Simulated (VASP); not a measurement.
# Hf (Pm-3m) in VASP: notebook, part 2 of 2

VASP 6.6.1. The steps go on from the part before.

**4. Relaxation of cell and atoms, PBEsol**

This run uses another cell than the first one, of 24.64 Å³/atom, 1.215 times its volume.

INCAR reads:

```
SYSTEM = Hf
PREC     = Accurate       ! precision mode
ENCUT    = 600            ! plane-wave cutoff, eV
EDIFF    = 1E-6           ! SCF threshold, eV
ISMEAR   = 0              ! smearing method
SIGMA    = 0.05           ! smearing width, eV
LREAL    = .False.        ! projectors in reciprocal space
LASPH    = .True.         ! aspherical terms in the spheres
NELM     = 80             ! most SCF steps
ALGO     = Normal         ! electronic algorithm
ISIF     = 3              ! what is computed and relaxed
LWAVE    = .False.        ! write WAVECAR
LCHARG   = .False.        ! write CHGCAR
GGA      = PS             ! functional
IBRION   = 2              ! ionic algorithm
NSW      = 60             ! ionic steps
EDIFFG   = -0.01          ! ionic threshold
```

KPOINTS reads:

```
regular mesh
0
Gamma
  16 16 16
  0 0 0
```

POSCAR reads:

```
Hf
1.0
    2.9100000000      0.0000000000      0.0000000000
    0.0000000000      2.9100000000      0.0000000000
    0.0000000000      0.0000000000      2.9100000000
Hf
1
Direct
    0.0000000000      0.0000000000      0.0000000000
```

The run is started by

```console
$ cat potpaw_PBE.64/Hf_pv/POTCAR > POTCAR
$ mpirun -np 1 vasp_std > vasp.out
```

Wall time 1.9 min (1 thread of AMD EPYC 7R13, shared host); peak memory 0.16 GiB.

The run converged. Its results:

```
Free energy                            : -9.4130 eV
Relaxed volume                         : 23.42 Å³/atom
Relaxed cell                           : a = 2.861 Å, b = 2.861 Å, c = 2.861 Å, α = 90.00°, β = 90.00°, γ = 90.00°
Space group after relaxing (to 0.05 Å) : Pm-3m (No. 221)
Energy gained by relaxing              : 15.0 meV/atom
Ionic steps                            : 3
Pressure after relaxing                : 0.0 GPa
Band gap on the k mesh                 : zero (band 5 reaches 5.05 eV, above the bottom of band 6 at 2.47 eV)
```

The path:
| step | energy change (eV) | largest force (eV/Å) | pressure (GPa) | volume (Å³) |
| --- | --- | --- | --- | --- |
| 1 | 0.0000 | 0.0000 | -3.77 | 24.64 |
| 2 | -0.0080 | 0.0000 | 2.88 | 22.63 |
| 3 | -0.0150 | 0.0000 | 0.01 | 23.42 |

Final structure:
```
Hf
1.0
     2.86112    0.00000    0.00000
     0.00000    2.86112    0.00000
     0.00000    0.00000    2.86112
Hf
1
Direct
  0.00000 0.00000 0.00000
```

Levels at points of the mesh, in eV from the Fermi level:
```tsv
k point	band 1	band 2	band 3	band 4	band 5	band 6	band 7	band 8	band 9
(0.00, 0.00, 0.00)	-29.76	-29.76	-29.76	-6.67	-1.56	-1.56	6.84	6.84	6.84
(0.50, 0.00, 0.00)	-30.85	-29.66	-29.66	-3.21	-0.60	0.00	3.15	3.15	7.25
(0.50, 0.50, 0.00)	-30.70	-30.70	-29.56	-3.11	-0.63	3.95	3.95	4.73	4.73
(0.50, 0.50, 0.50)	-30.56	-30.56	-30.56	-1.46	-1.46	-1.46	6.92	9.55	9.55
```

Caveat: the PAW data sets were made with another functional, which shifts forces and pressure a little; spin-orbit coupling is left out, which moves the levels of the heavy elements.

**5. Relaxation of cell and atoms, PBEsol, target pressure 15 GPa, at which the enthalpy is minimised**

This run uses another cell than the first one, of 24.64 Å³/atom, 1.215 times its volume.

INCAR reads:

```
PREC = Accurate ; ENCUT = 600
EDIFF = 1E-6 ; ISMEAR = 0
SIGMA = 0.05 ; LREAL = F
LASPH = T ; NELM = 100
ALGO = Normal ; ISIF = 3
LWAVE = F ; LCHARG = F
GGA = PS ; IBRION = 2
NSW = 60 ; EDIFFG = -0.01
PSTRESS = 150.0
```

KPOINTS reads:

```
regular mesh
0
Gamma
  16 16 16
```

POSCAR is that of step 4.

The run is started by

```console
$ cat potpaw_PBE.64/Hf_pv/POTCAR > POTCAR
$ mpirun -np 1 vasp_std > vasp.out
```

Wall time 3 min (1 thread of AMD EPYC 7R13, shared host); peak memory 0.16 GiB.

The run converged. Its results:

```yaml
Free_energy: -9.2795 eV
Relaxed_volume: 20.23 Å³/atom
Relaxed_cell: a = 2.725 Å, b = 2.725 Å, c = 2.725 Å, α = 90.00°, β = 90.00°, γ = 90.00°
Space_group_after_relaxing_to_0.05_Å: Pm-3m (No. 221)
Energy_change_on_relaxing_the_enthalpy_is_what_falls: +118.5 meV/atom
Ionic_steps: 6
Pressure_after_relaxing: 14.9 GPa
Band_gap_on_the_k_mesh: zero (band 5 reaches 6.08 eV, above the bottom of band 6 at 3.04 eV)
```

The path:
```tsv
step	energy change (eV)	largest force (eV/Å)	pressure (GPa)	volume (Å³)
1	0.0000	0.0000	-3.77	24.64
2	1.1331	0.0000	66.86	15.71
3	0.1001	0.0000	13.68	20.44
4	0.1146	0.0000	14.66	20.28
5	0.1222	0.0000	15.12	20.19
6	0.1185	0.0000	14.95	20.23
```

Final structure:
```
CELL_PARAMETERS angstrom
2.72492 0.00000 0.00000
0.00000 2.72492 0.00000
0.00000 0.00000 2.72492
ATOMIC_POSITIONS crystal
Hf 0.00000 0.00000 0.00000
```

Levels at points of the mesh, in eV from the Fermi level:
```csv
k point,band 2,band 3,band 4,band 5,band 6,band 7,band 8,band 9
"(0.00, 0.00, 0.00)",-29.26,-29.26,-7.06,-1.95,-1.95,8.01,8.01,8.01
"(0.50, 0.00, 0.00)",-29.10,-29.10,-3.25,-0.81,0.34,3.49,3.49,8.52
"(0.50, 0.50, 0.00)",-30.68,-28.95,-3.89,-0.54,4.47,4.47,5.76,5.76
"(0.50, 0.50, 0.50)",-30.46,-30.46,-1.95,-1.95,-1.95,6.94,11.34,11.34
```

Caveat: the cell is relaxed towards a set pressure, so the enthalpy falls and the energy may rise; the volume moved by over 15 % at a fixed basis, so the end points are rough; the PAW data sets were made with another functional, which shifts forces and pressure a little; spin-orbit coupling is left out, which moves the levels of the heavy elements.

**6. Relaxation of cell and atoms, PBEsol, target pressure 30 GPa, at which the enthalpy is minimised**

This run uses another cell than the first one, of 24.64 Å³/atom, 1.215 times its volume.

INCAR reads:

```
SYSTEM = Hf
ALGO = Normal
EDIFF = 1E-7
EDIFFG = -0.01
ENCUT = 600
GGA = PS
IBRION = 2
ISIF = 3
ISMEAR = 0
LASPH = .True.
LCHARG = .False.
LREAL = .False.
LWAVE = .False.
NELM = 100
NSW = 60
PREC = Accurate
PSTRESS = 300.0
SIGMA = 0.05
```

KPOINTS reads:

```
k-points
0
Gamma
  16 16 16
  0 0 0
```

POSCAR is that of step 5.

Potentials or basis: VASP PAW PBE potentials, release 64 (Hf_pv).

The run is started by

```console
$ cat potpaw_PBE.64/Hf_pv/POTCAR > POTCAR
$ mpirun -np 1 vasp_std > vasp.out
```

Run time: 7.3 min. Hardware: 1 thread of AMD EPYC 7R13, shared host; peak memory 0.17 GiB.

The run converged. Its results:

```yaml
Free_energy: -9.0166 eV
Relaxed_volume: 18.30 Å³/atom
Relaxed_cell: a = 2.635 Å, b = 2.635 Å, c = 2.635 Å, α = 90.00°, β = 90.00°, γ = 90.00°
Space_group_after_relaxing_to_0.05_Å: Pm-3m (No. 221)
Energy_change_on_relaxing_the_enthalpy_is_what_falls: +381.3 meV/atom
Ionic_steps: 17
Pressure_after_relaxing: 30.0 GPa
Band_gap_on_the_k_mesh: zero (band 5 reaches 6.91 eV, above the bottom of band 6 at 3.36 eV)
```

The path:
```csv
step,energy change (eV),largest force (eV/Å),pressure (GPa),volume (Å³)
1,0.0000,0.0000,-3.77,24.64
2,6.5753,0.0000,332.24,10.37
3,0.2263,0.0000,21.37,19.27
4,0.3055,0.0000,25.87,18.74
5,0.3840,0.0000,30.15,18.29
6,0.3628,0.0000,29.00,18.40
7,0.3639,0.0000,29.05,18.40
8,0.3671,0.0000,29.23,18.38
9,0.3672,0.0000,29.23,18.38
10,0.3673,0.0000,29.22,18.38
11,0.3676,0.0000,29.26,18.37
12,0.3682,0.0000,29.29,18.37
13,0.3694,0.0000,29.35,18.36
14,0.3719,0.0000,29.49,18.35
15,0.3768,0.0000,29.75,18.32
16,0.3867,0.0000,30.29,18.27
17,0.3813,0.0000,30.00,18.30
```

Final structure:
```cif
data_structure
_symmetry_space_group_name_H-M 'P 1'
_symmetry_Int_Tables_number 1
_cell_length_a 2.6352
_cell_length_b 2.6352
_cell_length_c 2.6352
_cell_angle_alpha 90.000
_cell_angle_beta 90.000
_cell_angle_gamma 90.000
_cell_volume 18.30
loop_
_atom_site_label
_atom_site_type_symbol
_atom_site_fract_x
_atom_site_fract_y
_atom_site_fract_z
_atom_site_occupancy
Hf1 Hf 0.00000 0.00000 0.00000 1
```

Levels at points of the mesh, in eV from the Fermi level:
| k point | band 2 | band 3 | band 4 | band 5 | band 6 | band 7 | band 8 | band 9 |
| --- | --- | --- | --- | --- | --- | --- | --- | --- |
| (0.00, 0.00, 0.00) | -28.93 | -28.93 | -7.29 | -2.29 | -2.29 | 8.88 | 8.88 | 8.88 |
| (0.50, 0.00, 0.00) | -28.71 | -28.71 | -3.25 | -1.00 | 0.66 | 3.70 | 3.70 | 9.48 |
| (0.50, 0.50, 0.00) | -30.79 | -28.51 | -4.50 | -0.47 | 4.83 | 4.83 | 6.59 | 6.59 |
| (0.50, 0.50, 0.50) | -30.48 | -30.48 | -2.37 | -2.37 | -2.37 | 6.94 | 12.72 | 12.72 |

Caveat: the cell is relaxed towards a set pressure, so the enthalpy falls and the energy may rise; the volume moved by over 15 % at a fixed basis, so the end points are rough; the PAW data sets were made with another functional, which shifts forces and pressure a little; spin-orbit coupling is left out, which moves the levels of the heavy elements.

**7. Relaxation of cell and atoms, PBEsol, target pressure 45 GPa, at which the enthalpy is minimised**

This run uses another cell than the first one, of 24.64 Å³/atom, 1.215 times its volume.

INCAR reads:

```
PREC     = Accurate       # precision mode
ENCUT    = 600            # plane-wave cutoff, eV
EDIFF    = 1E-6           # SCF threshold, eV
ISMEAR   = 0              # smearing method
SIGMA    = 0.05           # smearing width, eV
LREAL    = False          # projectors in reciprocal space
LASPH    = True           # aspherical terms in the spheres
NELM     = 100            # most SCF steps
ALGO     = Normal         # electronic algorithm
ISIF     = 3              # what is computed and relaxed
LWAVE    = False          # write WAVECAR
LCHARG   = False          # write CHGCAR
GGA      = PS             # functional
IBRION   = 2              # ionic algorithm
NSW      = 60             # ionic steps
EDIFFG   = -0.01          # ionic threshold
PSTRESS  = 450.0
```

KPOINTS reads:

```
Automatic mesh
0
Gamma
  16 16 16
```

POSCAR is that of step 6.

The run is started by

```console
$ cat potpaw_PBE.64/Hf_pv/POTCAR > POTCAR
$ mpirun -np 1 vasp_std > vasp.out
```

It took 4.7 min on 1 thread of AMD EPYC 7R13, shared host; peak memory 0.18 GiB.

The run converged. Its results:

```yaml
Free_energy: -8.7266 eV
Relaxed_volume: 17.05 Å³/atom
Relaxed_cell: a = 2.574 Å, b = 2.574 Å, c = 2.574 Å, α = 90.00°, β = 90.00°, γ = 90.00°
Space_group_after_relaxing_to_0.05_Å: Pm-3m (No. 221)
Energy_change_on_relaxing_the_enthalpy_is_what_falls: +671.4 meV/atom
Ionic_steps: 9
Pressure_after_relaxing: 45.0 GPa
Band_gap_on_the_k_mesh: zero (band 5 reaches 7.52 eV, above the bottom of band 6 at 3.58 eV)
```

Step by step:
```csv
step,energy change (eV),largest force (eV/Å),pressure (GPa),volume (Å³)
1,0.0000,0.0000,-3.77,24.64
2,26.1879,0.0000,1704.06,6.40
3,0.0076,0.0000,5.40,22.02
4,0.1058,0.0000,14.09,20.37
5,0.7808,0.0000,50.48,16.68
6,0.6510,0.0000,44.04,17.12
7,0.6880,0.0000,45.81,16.99
8,0.6371,0.0000,43.27,17.17
9,0.6714,0.0000,44.98,17.05
```

Final structure:
```yaml
crystal:
  lattice:
    - [2.57370, 0.00000, 0.00000]
    - [0.00000, 2.57370, 0.00000]
    - [0.00000, 0.00000, 2.57370]
  atoms:
    - { symbol: Hf, position: [0.00000, 0.00000, 0.00000] }
```

Levels at points of the mesh, in eV from the Fermi level:
```
           k point  band 3  band 4  band 5  band 6  band 7  band 8
(0.00, 0.00, 0.00)  -28.72   -7.45   -2.57   -2.57    9.52    9.52
(0.50, 0.00, 0.00)  -28.45   -3.25   -1.18    0.90    3.83    3.83
(0.50, 0.50, 0.00)  -28.21   -5.01   -0.44    5.07    5.07    7.21
(0.50, 0.50, 0.50)  -30.56   -2.72   -2.72   -2.72    6.89   13.75
```

Caveat: the cell is relaxed towards a set pressure, so the enthalpy falls and the energy may rise; the volume moved by over 15 % at a fixed basis, so the end points are rough; the PAW data sets were made with another functional, which shifts forces and pressure a little; spin-orbit coupling is left out, which moves the levels of the heavy elements.

**8. The runs side by side**

```tsv
task	cell	cutoff (eV)	gap on the mesh (eV)	pressure (GPa)
single point	a = 2.727 Å, 1 atom	520	none	14.6
single point	a = 2.864 Å, 1 atom	520	none	-0.2
relaxation of cell and atoms	relaxed from a = 2.910 Å, 1 atom	600	none	0.0
relaxation of cell and atoms	relaxed to 15 GPa from a = 2.910 Å, 1 atom	600	none	14.9
relaxation of cell and atoms	relaxed to 30 GPa from a = 2.910 Å, 1 atom	600	none	30.0
relaxation of cell and atoms	relaxed to 45 GPa from a = 2.910 Å, 1 atom	600	none	45.0
```

Alike in all rows: level PBEsol; potentials or basis VASP PAW PBE potentials, release 64 (Hf_pv); no spin polarisation; k mesh 16 × 16 × 16; smearing gaussian 0.05 eV.

Caveats: the PAW data sets were made with another functional, which shifts forces and pressure a little; spin-orbit coupling is left out, which moves the levels of the heavy elements; the cell is relaxed towards a set pressure, so the enthalpy falls and the energy may rise (some runs); the volume moved by over 15 % at a fixed basis, so the end points are rough (some runs).

Absolute energies hang on the potentials; compare differences alone.
